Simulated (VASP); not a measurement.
# HfC (Fm-3m) in VASP: single point with PBEsol

Aim: the single point of HfC with PBEsol.

Everything below comes from runs of VASP 6.6.1. Logs are shortened: lines on timing, memory, paths and dates and some standing lists are left out, and cuts for length are marked.

## 1. The cell of the first run

Symmetry: Fm-3m, No. 225, cubic system. Conventional cell: a = 4.607 Å, b = 4.607 Å, c = 4.607 Å, α = 90.00°, β = 90.00°, γ = 90.00°. Hf (site symmetry m-3m) has 6 C at 2.30 Å within 3.0 Å. Within 3.0 Å of C (site symmetry m-3m) lie 6 Hf at 2.30 Å.

## 2. Single point, PBEsol

INCAR reads:

```
  PREC = Accurate
  ENCUT = 520
  EDIFF = 1E-6
  ISMEAR = 0
  SIGMA = 0.1
  LREAL = False
  LASPH = True
  NELM = 100
  ALGO = Normal
  ISIF = 2
  LWAVE = False
  LCHARG = True
  GGA = PS
  LELF = True
  LVHAR = True
  ISYM = 0
  NBANDS = 14
```

KPOINTS reads:

```
regular mesh
0
Gamma
  12 12 13
```

POSCAR reads:

```
HfC
1.0
    3.2578677663      0.0000000000      0.0000000000
   -1.6289338832      2.8213962478      0.0000000000
    1.6289338832      0.9404654159      2.6600378923
Hf C
1 1
Direct
    0.0000000000      0.5000000000      0.5000000000
    0.0000000000      0.0000000000      0.0000000000
```

Potentials or basis: VASP PAW PBE potentials, release 64 (Hf_pv, C).

Launch:

```sh
> cat potpaw_PBE.64/Hf_pv/POTCAR potpaw_PBE.64/C/POTCAR > POTCAR
> mpirun -np 1 vasp_std > vasp.out
```

OUTCAR:

```text
PREC = Accurate
   ENCUT = 520
   EDIFF = 1E-6
   ISMEAR = 0
   LREAL = False
   LASPH = True
   NELM = 100
   ISIF = 2
   GGA = PS
   ISYM = 0

 ion  position               nearest neighbor table
   1  0.000  0.500  0.500-   2 2.30   2 2.30   2 2.30   2 2.30   2 2.30   2 2.30
   2  0.000  0.000  0.000-   1 2.30   1 2.30   1 2.30   1 2.30   1 2.30   1 2.30

IMPORTANT INFORMATION: All symmetrisations will be switched off!
NOSYMM: (Re-)initialisation of all symmetry stuff for point group C_1.

----------------------------------------------------------------------------------------

                                     Primitive cell

  volume of cell :      24.4504

  direct lattice vectors                    reciprocal lattice vectors
     3.257867766  0.000000000  0.000000000     0.306949229  0.177217220 -0.250622996
    -1.628933883  2.821396248  0.000000000     0.000000000  0.354434440 -0.125311498
     1.628933883  0.940465416  2.660037892     0.000000000  0.000000000  0.375934494

  length of vectors
     3.257867766  3.257867766  3.257867766     0.434091763  0.375934494  0.375934494

  position of ions in fractional coordinates (direct lattice)
     0.000000000  0.500000000  0.500000000
     0.000000000  0.000000000  0.000000000

  ion indices of the primitive-cell ions
   primitive index   ion index
                 1           1
                 2           2

----------------------------------------------------------------------------------------

 KPOINTS: regular mesh

Automatic generation of k-mesh.
 Grid dimensions read from file:
 generate k-points for:   12   12   13

 Generating k-lattice:

  Cartesian coordinates                     Fractional coordinates (reciprocal lattice)
     0.025579102  0.014768102 -0.020885250     0.083333333  0.000000000  0.000000000
     0.000000000  0.029536203 -0.010442625     0.000000000  0.083333333  0.000000000
     0.000000000  0.000000000  0.028918038     0.000000000  0.000000000  0.076923077

  Length of vectors
     0.036174314  0.031327875  0.028918038

  Shift w.r.t. Gamma in fractional coordinates (k-lattice)
     0.000000000  0.000000000  0.000000000

 -----------------------------------------------------------------------------
|                                                                             |
|           W    W    AA    RRRRR   N    N  II  N    N   GGGG   !!!           |
|           W    W   A  A   R    R  NN   N  II  NN   N  G    G  !!!           |
|           W    W  A    A  R    R  N N  N  II  N N  N  G       !!!           |
|           W WW W  AAAAAA  RRRRR   N  N N  II  N  N N  G  GGG   !            |
|           WW  WW  A    A  R   R   N   NN  II  N   NN  G    G                |
|           W    W  A    A  R    R  N    N  II  N    N   GGGG   !!!           |
|                                                                             |
|     Your reciprocal lattice and k-lattice belong to different lattice       |
|     classes:                                                                |
|                                                                             |
|        The reciprocal lattice is body-centered cubic,                       |
|        whereas your k-lattice is base-centered monoclinic.                  |
|                                                                             |
|     Results are often still useful ...                                      |
|                                                                             |
 -----------------------------------------------------------------------------

 WARNING: IBZKPT: internal override: KBLOWUP is changed to .FALSE.
      ... skipping the blow-up phase ...

 Subroutine IBZKPT returns following result:
 ===========================================

 Found    938 irreducible k-points:

 Following reciprocal coordinates:
            Coordinates               Weight
  0.000000  0.000000  0.000000      1.000000
  0.083333 -0.000000  0.000000      2.000000
  0.166667 -0.000000  0.000000      2.000000
  0.250000  0.000000 -0.000000      2.000000
  0.333333  0.000000 -0.000000      2.000000
  0.416667  0.000000  0.000000      2.000000
[... 16 lines left out ...]
  0.250000  0.166667  0.000000      2.000000
  0.333333  0.166667 -0.000000      2.000000
 [... further k-points ...]
   k-points           NKPTS =    938   k-points in BZ     NKDIM =    938   number of bands    NBANDS=     14
   number of dos      NEDOS =    301   number of ions     NIONS =      2
   total plane-waves  NPLWV =  13824
   dimension x,y,z NGX =    24 NGY =   24 NGZ =   24
   dimension x,y,z NGXF=    48 NGYF=   48 NGZF=   48
   ions per type =               1   1
   NGX,Y,Z   is equivalent  to a cutoff of  12.25, 12.25, 12.25 a.u.
   NGXF,Y,Z  is equivalent  to a cutoff of  24.49, 24.49, 24.49 a.u.
 SYSTEM =  unknown system
   PREC   = accura    normal or accurate (medium, high low for compatibility)
   ISTART =      0    job   : 0-new  1-cont  2-samecut
   ICHARG =      2    charge: 1-file 2-atom 10-const
   ISPIN  =      1    spin polarized calculation?
   LNONCOLLINEAR =      F non collinear calculations
   LSORBIT =      F    spin-orbit coupling
   LASPH  =      T    aspherical Exc in radial PAW
   ENCUT  =  520.0 eV  38.22 Ry    6.18 a.u.   6.06  6.06  6.06*2*pi/ulx,y,z
   NELM   =    100;   NELMIN=  2; NELMDL= -5     # of ELM steps
   EDIFF  = 0.1E-05   stopping-criterion for ELM
   LREAL  =      F    real-space projection
   EDIFFG = 0.1E-04   stopping-criterion for IOM
   NSW    =      0    number of steps for IOM
   IBRION =     -1    ionic relax: 0-MD 1-quasi-New 2-CG
   NFREE  =      0    steps in history (QN), initial steepest desc. (CG)
   ISIF   =      2    stress and relaxation
   ISYM   =      0    0-nonsym 1-usesym 2-fastsym
   POTIM  = 0.5000    time-step for ionic-motion
   TEBEG  =    0.0;   TEEND  =   0.0 temperature during run
   PSTRESS=    0.0 pullay stress
   NELECT =      14.0000    total number of electrons
   NUPDOWN=      -1.0000    fix difference up-down
   EMIN   =  10.00;   EMAX   =-10.00  energy-range for DOS
   EFERMI =   0.00;   METHOD = LEGACY
   ISMEAR =     0;   SIGMA  =   0.10  broadening in eV -4-tet -1-fermi 0-gaus
   EFERMI_NEDOS =   21; number of points for ismear=-14 and -15
   IALGO  =     38    algorithm
   IMIX   =      4    mixing-type and parameters
     AMIX     =   0.40;   BMIX     =  1.00
     AMIX_MAG =   1.60;   BMIX_MAG =  1.00
  volume/ion in A,a.u.               =      12.23        82.50
  Fermi-wavevector in a.u.,A,eV,Ry     =   1.359426  2.568944 25.144115  1.848040
  Thomas-Fermi vector in A             =   2.486175
   LORBIT       =      0    0 simple, 1 ext, 2 COOP (PROOUT), +10 PAW based schemes
   GGA     = PS    functional components
   LHFCALC =     F    Hartree Fock is set to
   AEXX    =    0.0000 exact exchange contribution
   IVDW    =     0    specifies the selected vdW correction
   LEPSILON=     F    determine dielectric tensor
   LRPA    =     F    only Hartree local field effects (RPA)
 non-spin polarized calculation
 Gauss-broadening in eV      SIGMA  =   0.10
  energy-cutoff  :      520.00
  volume of cell :       24.45
 maximum number of plane-waves:       680
   NGX = 13   NGY = 13   NGZ = 13

 number of electron      14.0000002 magnetization

 Free energy of the ion-electron system (eV)
  ---------------------------------------------------
  ext. energy  EPLUGINS =         0.00000000
  ---------------------------------------------------
  free energy    TOTEN  =       -22.19746075 eV

  energy without entropy =      -22.19647627  energy(sigma->0) =      -22.19696851

 E-fermi :   6.0136     XC(G=0): -12.5572

 val. band max:        5.9965792672   @ k =   0.5000   0.5000   0.4615
 cond. band min:       6.0324065849   @ k =   0.0000   0.0000   0.0769
 fundamental gap:      0.0358273177
 Fermi energy:         6.0135681686

 k-point     1 :       0.0000    0.0000    0.0000
  band No.  band energies     occupation
      1     -23.3472      2.00000
      2     -23.3470      2.00000
      3     -23.3467      2.00000
      4      -6.4086      2.00000
      5       7.0626      0.00000
      6       7.0631      0.00000
      7       7.0632      0.00000
      8       7.3711      0.00000
      9       7.3714      0.00000
     10       7.3715      0.00000
     11       9.4688      0.00000
     12       9.4691      0.00000
     13      13.1821      0.00000
     14      17.0458      0.00000

 k-point     2 :       0.0833   -0.0000    0.0000
  band No.  band energies     occupation
      1     -23.3981      2.00000
      2     -23.3648      2.00000
      3     -23.3646      2.00000
      4      -6.1676      2.00000
      5       5.4851      2.00000
      6       6.2993      0.00005
      7       6.2996      0.00005
      8       7.0300      0.00000
      9       8.4837      0.00000
     10       8.4839      0.00000
     11       9.5797      0.00000
     12      10.9144      0.00000
     13      13.7973      0.00000
     14      17.7168      0.00000

 k-point     3 :       0.1667   -0.0000    0.0000
  band No.  band energies     occupation
      1     -23.5329      2.00000
      2     -23.4127      2.00000
      3     -23.4125      2.00000
      4      -5.5349      2.00000
      5       3.5475      2.00000
      6       5.7756      1.99924
      7       5.7759      1.99922
      8       6.2476      0.00093
      9       9.8963      0.00000
     10       9.9758      0.00000
     11       9.9760      0.00000
     12      12.2175      0.00000
     13      15.7848      0.00000
     14      19.4657      0.00000
[... 324 lines left out ...]
 k-point    23 :       0.2500    0.1667    0.0000
  band No.  band energies     occupation
      1     -23.9039      2.00000
      2     -23.5628      2.00000
      3     -23.5206      2.00000
      4      -4.0167      2.00000
      5       1.9121      2.00000
      6       3.7310      2.00000
      7       4.7442      2.00000
      8       6.8848      0.00000
      9      11.8714      0.00000
     10      12.3786      0.00000
     11      13.0764      0.00000
     12      14.8380      0.00000
     13      18.4044      0.00000
     14      18.4543      0.00000

 k-point    24 :       0.3333    0.1667   -0.0000
  band No.  band energies     occupation
      1     -23.9496      2.00000
      2     -23.6545      2.00000
      3     -23.5617      2.00000
      4      -4.0519      2.00000
      5       2.6462      2.00000
      6       3.5678      2.00000
      7       4.9356      2.00000
      8       6.7249      0.00000
      9      12.4151      0.00000
     10      12.6332      0.00000
     11      13.0900      0.00000
     12      15.6275      0.00000
     13      16.2595      0.00000
     14      18.8649      0.00000

 [... further k-points ...]

------------------------ aborting loop because EDIFF is reached ----------------------------------------

  FORCE on cell =-STRESS in cart. coord.  units (eV):
  Direction    XX          YY          ZZ          XY          YZ          ZX
  --------------------------------------------------------------------------------------
  -------------------------------------------------------------------------------------
  Total       -0.0501665     -0.0517042     -0.0653643      0.0013330     -0.0041744     -0.0072325
  in kB       -3.2872969     -3.3880607     -4.2831734      0.0873471     -0.2735374     -0.4739268
  external PRESSURE =      -3.6528437 kB  Pullay stress =       0.0000000 kB

 VOLUME and BASIS-vectors are now :
 -----------------------------------------------------------------------------
  energy-cutoff  :      520.00
  volume of cell :       24.45
      direct lattice vectors                 reciprocal lattice vectors
     3.257867766  0.000000000  0.000000000     0.306949229  0.177217220 -0.250622996
    -1.628933883  2.821396248  0.000000000     0.000000000  0.354434440 -0.125311498
     1.628933883  0.940465416  2.660037892     0.000000000  0.000000000  0.375934494

 POSITION                                       TOTAL-FORCE (eV/Angst)
 -----------------------------------------------------------------------------------
      0.00000      1.88093      1.33002        -0.000000     -0.000000      0.000000
      0.00000      0.00000      0.00000         0.000000      0.000000     -0.000000
 -----------------------------------------------------------------------------------
    total drift:                               -0.000000      0.000000      0.000000

  FREE ENERGIE OF THE ION-ELECTRON SYSTEM (eV)
  ---------------------------------------------------
  free  energy   TOTEN  =       -22.1974607473 eV

  energy  without entropy=      -22.1964762718  energy(sigma->0) =      -22.19696851
```

Wall time 2.4 min (1 thread of AMD EPYC 9R45 (Zen 5), shared host); peak memory 0.39 GiB.

Results:

| Item | Value |
| --- | --- |
| Free energy | -22.1975 eV |
| Pressure | -0.4 GPa |
| Band gap on the k mesh | zero (bands 7 and 8 overlap by 1.46 eV) |

Caveat: the PAW data sets were made with another functional, which shifts forces and pressure a little; spin-orbit coupling is left out, which moves the levels of the heavy elements.

The gap in the log of VASP goes by the Fermi energy; the results here count the filled bands.